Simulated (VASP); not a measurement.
A run of VASP 6.6.1 is set up as follows.

File POSCAR:

```
TePb
1.0
    0.0000000000      3.2351584803      3.2351584803
    3.2351584803      0.0000000000      3.2351584803
    3.2351584803      3.2351584803      0.0000000000
Pb Te
1 1
Direct
    0.0000000000      0.0000000000      0.0000000000
    0.5000000000      0.5000000000      0.5000000000
```

INCAR.step1

```
SYSTEM = TePb
  ALGO = Normal
  EDIFF = 1E-4
  ENCUT = 520
  GGA = PE
  ISMEAR = 0
  LASPH = .True.
  LCHARG = .False.
  LREAL = .False.
  LWAVE = .True.
  NBANDS = 17
  NELM = 80
  PREC = Accurate
  SIGMA = 0.01
```

Contents of INCAR.step2:

```
SYSTEM = TePb
  ALGO = Normal
  EDIFF = 1E-7
  ENCUT = 520
  ISIF = 2
  ISMEAR = 0
  ISTART = 1
  LASPH = .True.
  LCHARG = .True.
  LELF = .True.
  LMIXTAU = .True.
  LREAL = .False.
  LVHAR = .True.
  LWAVE = .False.
  METAGGA = R2SCAN
  NBANDS = 17
  NELM = 80
  PREC = Accurate
  SIGMA = 0.01
```

KPOINTS

```
k-points
0
Gamma
  8 8 8
  0 0 0
```

Potentials or basis: VASP PAW PBE potentials, release 64 (Pb_d, Te).

The run is started by

```sh
$ cat potpaw_PBE.64/Pb_d/POTCAR potpaw_PBE.64/Te/POTCAR > POTCAR
$ cp INCAR.step1 INCAR
$ mpirun -np 1 vasp_std > vasp.out
$ cp INCAR.step2 INCAR
$ mpirun -np 1 vasp_std > vasp.out
```

Q: Estimate the pressure.

A: 1.3 GPa.

Q: Estimate the band gap on the k mesh.

A: 1.03 eV.

Caveat: the cell differs from its parent crystal (strain -1.0%); the PAW data sets were made with another functional, which shifts forces and pressure a little; spin-orbit coupling is left out, which moves the levels of the heavy elements. A k mesh can miss the band edges.
